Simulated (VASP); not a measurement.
# Te (P3_121) in VASP: a series of runs

The runs below take Te through single point, with PBE.

Program: VASP 6.6.1. These are calculated values, not measurements. Logs are shortened: lines on timing, memory, paths and dates and some standing lists are left out, and cuts for length are marked.

## Step 1: The cell of the first run

It takes space group P3_121 (No. 152, trigonal). Conventional cell: a = 4.530 Å, b = 4.530 Å, c = 5.937 Å, α = 90.00°, β = 90.00°, γ = 120.00°. Te (site symmetry 2) has 6 Te at 2.89 to 3.51 Å within 3.8 Å.

## Step 2: Single point, PBE

Input file INCAR:

```
SYSTEM = Te
PREC = Accurate
ENCUT = 520
EDIFF = 1E-6
ISMEAR = -1
SIGMA = 0.05
LREAL = .False.
LASPH = .True.
NELM = 100
ALGO = Normal
ISIF = 2
LWAVE = .False.
LCHARG = .False.
GGA = PE
NBANDS = 16
```

Input file KPOINTS:

```
Automatic mesh
0
Gamma
  2 2 1
  0 0 0
```

Input file POSCAR:

```
Te
1.0
    4.5302708278      0.0000000000      0.0000000000
   -2.2651354139      3.9233296229      0.0000000000
    0.0000000000      0.0000000000      5.9374277250
Te
3
Direct
    0.2684005468      1.0000000000      0.3333333333
    0.0000000000      0.2684005468      0.6666666667
    0.7315994532      0.7315994532      0.0000000000
```

Potentials or basis: VASP PAW PBE potentials, release 64 (Te).

On the command line:

```bash
$ cat potpaw_PBE.64/Te/POTCAR > POTCAR
$ mpirun -np 1 vasp_std > vasp.out
```

OUTCAR:

```text
SYSTEM = Te
   PREC = Accurate
   ENCUT = 520
   EDIFF = 1E-6
   ISMEAR = -1
   LREAL = .False.
   LASPH = .True.
   NELM = 100
   ISIF = 2
   GGA = PE

 ion  position               nearest neighbor table
   1  0.268  0.000  0.333-   3 2.89   2 2.89   3 3.51   3 3.51   2 3.51   2 3.51
   2  0.000  0.268  0.667-   3 2.89   1 2.89   3 3.51   3 3.51   1 3.51   1 3.51
   3  0.732  0.732  0.000-   1 2.89   2 2.89   1 3.51   2 3.51   2 3.51   1 3.51

  LATTYP: Found a hexagonal cell.
 ALAT       =     4.5302708278
 C/A-ratio  =     1.3106120916

  Lattice vectors:

 A1 = (   4.5302708278,   0.0000000000,   0.0000000000)
 A2 = (  -2.2651354139,   3.9233296229,   0.0000000000)
 A3 = (   0.0000000000,   0.0000000000,   5.9374277250)

Analysis of symmetry for initial positions (statically):
=====================================================================
 Subroutine PRICEL returns:
 Original cell was already a primitive cell.

 Routine SETGRP: Setting up the symmetry group for a
 hexagonal supercell.

 Subroutine GETGRP returns: Found  6 space group operations
 (whereof  2 operations were pure point group operations)
 out of a pool of 24 trial point group operations.

The static configuration has the point symmetry C_2 .
 The point group associated with its full space group is D_3 .

Analysis of symmetry for dynamics (positions and initial velocities):
=====================================================================
 Subroutine PRICEL returns:
 Original cell was already a primitive cell.

 Routine SETGRP: Setting up the symmetry group for a
 hexagonal supercell.

 Subroutine GETGRP returns: Found  6 space group operations
 (whereof  2 operations were pure point group operations)
 out of a pool of 24 trial point group operations.

The dynamic configuration has the point symmetry C_2 .
 The point group associated with its full space group is D_3 .

 Subroutine INISYM returns: Found  6 space group operations
 (whereof  2 operations are pure point group operations),
 and found     1 'primitive' translations

----------------------------------------------------------------------------------------

                                     Primitive cell

  volume of cell :     105.5303

  direct lattice vectors                    reciprocal lattice vectors
     4.530270828  0.000000000  0.000000000     0.220737355  0.127442771  0.000000000
    -2.265135414  3.923329623  0.000000000     0.000000000  0.254885543  0.000000000
     0.000000000  0.000000000  5.937427725     0.000000000  0.000000000  0.168423103

  length of vectors
     4.530270828  4.530270828  5.937427725     0.254885543  0.254885543  0.168423103

  position of ions in fractional coordinates (direct lattice)
     0.268400547  0.000000000  0.333333333
     0.000000000  0.268400547  0.666666667
     0.731599453  0.731599453  0.000000000

  ion indices of the primitive-cell ions
   primitive index   ion index
                 1           1
                 2           2
                 3           3

----------------------------------------------------------------------------------------

 KPOINTS: Automatic mesh

Automatic generation of k-mesh.
 Grid dimensions read from file:
 generate k-points for:    2    2    1

 Generating k-lattice:

  Cartesian coordinates                     Fractional coordinates (reciprocal lattice)
     0.110368678  0.063721386  0.000000000     0.500000000  0.000000000  0.000000000
     0.000000000  0.127442771  0.000000000     0.000000000  0.500000000  0.000000000
     0.000000000  0.000000000  0.168423103     0.000000000  0.000000000  1.000000000

  Length of vectors
     0.127442771  0.127442771  0.168423103

  Shift w.r.t. Gamma in fractional coordinates (k-lattice)
     0.000000000  0.000000000  0.000000000

 Subroutine IBZKPT returns following result:
 ===========================================

 Found      2 irreducible k-points:

 Following reciprocal coordinates:
            Coordinates               Weight
  0.000000  0.000000  0.000000      1.000000
  0.500000 -0.000000  0.000000      3.000000
   k-points           NKPTS =      2   k-points in BZ     NKDIM =      2   number of bands    NBANDS=     16
   number of dos      NEDOS =    301   number of ions     NIONS =      3
   total plane-waves  NPLWV =  62208
   dimension x,y,z NGX =    36 NGY =   36 NGZ =   48
   dimension x,y,z NGXF=    72 NGYF=   72 NGZF=   96
   ions per type =               3
   NGX,Y,Z   is equivalent  to a cutoff of  13.21, 13.21, 13.44 a.u.
   NGXF,Y,Z  is equivalent  to a cutoff of  26.42, 26.42, 26.88 a.u.
 SYSTEM =  Te
   PREC   = accura    normal or accurate (medium, high low for compatibility)
   ISTART =      0    job   : 0-new  1-cont  2-samecut
   ICHARG =      2    charge: 1-file 2-atom 10-const
   ISPIN  =      1    spin polarized calculation?
   LNONCOLLINEAR =      F non collinear calculations
   LSORBIT =      F    spin-orbit coupling
   LASPH  =      T    aspherical Exc in radial PAW
   ENCUT  =  520.0 eV  38.22 Ry    6.18 a.u.   8.42  8.42 11.04*2*pi/ulx,y,z
   NELM   =    100;   NELMIN=  2; NELMDL= -5     # of ELM steps
   EDIFF  = 0.1E-05   stopping-criterion for ELM
   LREAL  =      F    real-space projection
   EDIFFG = 0.1E-04   stopping-criterion for IOM
   NSW    =      0    number of steps for IOM
   IBRION =     -1    ionic relax: 0-MD 1-quasi-New 2-CG
   NFREE  =      0    steps in history (QN), initial steepest desc. (CG)
   ISIF   =      2    stress and relaxation
   ISYM   =      2    0-nonsym 1-usesym 2-fastsym
   POTIM  = 0.5000    time-step for ionic-motion
   TEBEG  =    0.0;   TEEND  =   0.0 temperature during run
   PSTRESS=    0.0 pullay stress
   NELECT =      18.0000    total number of electrons
   NUPDOWN=      -1.0000    fix difference up-down
   EMIN   =  10.00;   EMAX   =-10.00  energy-range for DOS
   EFERMI =   0.00;   METHOD = LEGACY
   ISMEAR =    -1;   SIGMA  =   0.05  broadening in eV -4-tet -1-fermi 0-gaus
   EFERMI_NEDOS =   21; number of points for ismear=-14 and -15
   IALGO  =     38    algorithm
   IMIX   =      4    mixing-type and parameters
     AMIX     =   0.40;   BMIX     =  1.00
     AMIX_MAG =   1.60;   BMIX_MAG =  1.00
  volume/ion in A,a.u.               =      35.18       237.38
  Fermi-wavevector in a.u.,A,eV,Ry     =   0.907904  1.715690 11.215140  0.824290
  Thomas-Fermi vector in A             =   2.031767
   LORBIT       =      0    0 simple, 1 ext, 2 COOP (PROOUT), +10 PAW based schemes
   GGA     = PE    functional components
   LHFCALC =     F    Hartree Fock is set to
   AEXX    =    0.0000 exact exchange contribution
   IVDW    =     0    specifies the selected vdW correction
   LEPSILON=     F    determine dielectric tensor
   LRPA    =     F    only Hartree local field effects (RPA)
 non-spin polarized calculation
  energy-cutoff  :      520.00
  volume of cell :      105.53
 maximum number of plane-waves:      2873
 NGX is ok and might be reduce to    36
   NGX = 17   NGY = 17   NGZ = 23

 number of electron      17.9999999 magnetization

 Free energy of the ion-electron system (eV)
  ---------------------------------------------------
  ext. energy  EPLUGINS =         0.00000000
  ---------------------------------------------------
  free energy    TOTEN  =        -9.23790842 eV

  energy without entropy =       -9.23790817  energy(sigma->0) =       -9.23790830

 E-fermi :   5.5609     XC(G=0):  -8.8894

 val. band max:        4.7462458698   @ k =   0.5000  -0.0000   0.0000
 cond. band min:       6.3851647968   @ k =   0.5000  -0.0000   0.0000
 fundamental gap:      1.6389189270
 Fermi energy:         5.5608737008

 k-point     1 :       0.0000    0.0000    0.0000
  band No.  band energies     occupation
      1      -7.8288      2.00000
      2      -4.6677      2.00000
      3      -4.6677      2.00000
      4       2.5284      2.00000
      5       2.7861      2.00000
      6       2.7861      2.00000
[... 8 lines left out ...]
     15      11.4213      0.00000
     16      11.8332      0.00000

 k-point     2 :       0.5000   -0.0000    0.0000
  band No.  band energies     occupation
      1      -6.8480      2.00000
      2      -5.4002      2.00000
      3      -4.5014      2.00000
      4       0.9200      2.00000
      5       1.2920      2.00000
      6       2.0548      2.00000
[... 8 lines left out ...]
     15      14.0123      0.00000
     16      14.3266      0.00000

------------------------ aborting loop because EDIFF is reached ----------------------------------------

  FORCE on cell =-STRESS in cart. coord.  units (eV):
  Direction    XX          YY          ZZ          XY          YZ          ZX
  --------------------------------------------------------------------------------------
  -------------------------------------------------------------------------------------
  Total        1.3976916      1.3976916     -2.9907799      0.0000000     -0.0000000      0.0000000
  in kB       21.2199641     21.2199641    -45.4064692      0.0000000     -0.0000000      0.0000000
  external PRESSURE =      -0.9888470 kB  Pullay stress =       0.0000000 kB

 VOLUME and BASIS-vectors are now :
 -----------------------------------------------------------------------------
  energy-cutoff  :      520.00
  volume of cell :      105.53
      direct lattice vectors                 reciprocal lattice vectors
     4.530270828  0.000000000  0.000000000     0.220737355  0.127442771  0.000000000
    -2.265135414  3.923329623  0.000000000     0.000000000  0.254885543  0.000000000
     0.000000000  0.000000000  5.937427725     0.000000000  0.000000000  0.168423103

 POSITION                                       TOTAL-FORCE (eV/Angst)
 -----------------------------------------------------------------------------------
      1.21593      0.00000      1.97914        -1.546740     -0.000000     -0.000000
     -0.60796      1.05302      3.95829         0.773370     -1.339516      0.000000
      1.65717      2.87031      0.00000         0.773370      1.339516     -0.000000
 -----------------------------------------------------------------------------------
    total drift:                               -0.000000     -0.000000      0.000000

  FREE ENERGIE OF THE ION-ELECTRON SYSTEM (eV)
  ---------------------------------------------------
  free  energy   TOTEN  =        -9.2379084245 eV

  energy  without entropy=       -9.2379081659  energy(sigma->0) =       -9.23790830
```

It took 7.6 s on 1 thread of Intel Xeon 6975P-C, shared host; peak memory 0.22 GiB.

What came out:

| Property | Result |
| --- | --- |
| Free energy | -9.2379 eV |
| Pressure | -0.1 GPa |
| Largest force | 1.547 eV/Å |
| Band gap on the k mesh | 1.64 eV, direct |

Forces in eV/Å, atoms in the order of the input:
```
Te  -1.547  0.000  0.000
Te   0.773 -1.340  0.000
Te   0.773  1.340  0.000
```

Levels at points of the mesh, in eV from the valence-band top:
| k point | band 6 | band 7 | band 8 | band 9 | band 10 | band 11 | band 12 | band 13 |
| --- | --- | --- | --- | --- | --- | --- | --- | --- |
| (0.00, 0.00, 0.00) | -1.96 | -0.84 | -0.84 | -0.04 | 1.79 | 1.79 | 2.29 | 5.84 |
| (0.50, 0.00, 0.00) | -2.69 | -2.53 | -0.20 | 0.00 | 1.64 | 1.69 | 3.86 | 4.36 |

Caveat: the k points lie up to 1.06 Å⁻¹ apart; spin-orbit coupling is left out, which moves the levels of the heavy elements; forces of over 1 eV/Å act on the atoms, so gaps and moduli don't describe the material at rest. A k mesh can miss the band edges.

## Step 3: Single point, PBE

Input file INCAR:

```
SYSTEM = Te
PREC     = Accurate       ! precision mode
ENCUT    = 520            ! plane-wave cutoff, eV
EDIFF    = 1E-6           ! SCF threshold, eV
ISMEAR   = -1             ! smearing method
SIGMA    = 0.05           ! smearing width, eV
LREAL    = .FALSE.        ! projectors in reciprocal space
LASPH    = .TRUE.         ! aspherical terms in the spheres
NELM     = 80             ! most SCF steps
ALGO     = Normal         ! electronic algorithm
ISIF     = 2              ! what is computed and relaxed
LWAVE    = .FALSE.        ! write WAVECAR
LCHARG   = .FALSE.        ! write CHGCAR
GGA      = PE             ! functional
NBANDS   = 16             ! bands
```

Input file KPOINTS:

```
Automatic mesh
0
G
  2 2 2
  0 0 0
```

POSCAR is that of step 2.

Potentials or basis: VASP PAW PBE potentials, release 64 (Te).

On the command line:

```bash
$ cat potpaw_PBE.64/Te/POTCAR > POTCAR
$ mpirun -np 1 vasp_std > vasp.out
```

Wall time 9.7 s (1 thread of Intel Xeon 6975P-C, shared host); peak memory 0.22 GiB.

It converged, with:

- Free energy: -8.8270 eV
- Pressure: 1.3 GPa
- Largest force: 0.776 eV/Å
- Band gap on the k mesh: 0.59 eV, indirect (least direct gap 0.96 eV)

Forces in eV/Å, atoms in the order of the input:
```
Te  -0.776  0.000  0.000
Te   0.388 -0.672  0.000
Te   0.388  0.672  0.000
```

Stress tensor (GPa, compression positive):
```
 3.19  0.00  0.00
 0.00  3.19  0.00
 0.00  0.00 -2.48
```

Levels at points of the mesh, in eV from the valence-band top:
```csv
k point,band 6,band 7,band 8,band 9,band 10,band 11,band 12,band 13
"(0.00, 0.00, 0.00)",-2.60,-1.48,-1.48,-0.66,1.13,1.13,1.65,5.18
"(0.50, 0.00, 0.00)",-3.33,-3.17,-0.84,-0.64,1.00,1.05,3.21,3.72
"(0.00, 0.00, 0.50)",-2.48,-1.12,-0.88,-0.88,0.59,0.59,0.63,4.31
"(0.50, 0.00, 0.50)",-3.39,-2.20,-1.85,0.00,0.96,2.07,2.61,4.78
```

Caveat: the k points lie up to 0.80 Å⁻¹ apart; spin-orbit coupling is left out, which moves the levels of the heavy elements. A k mesh can miss the band edges.
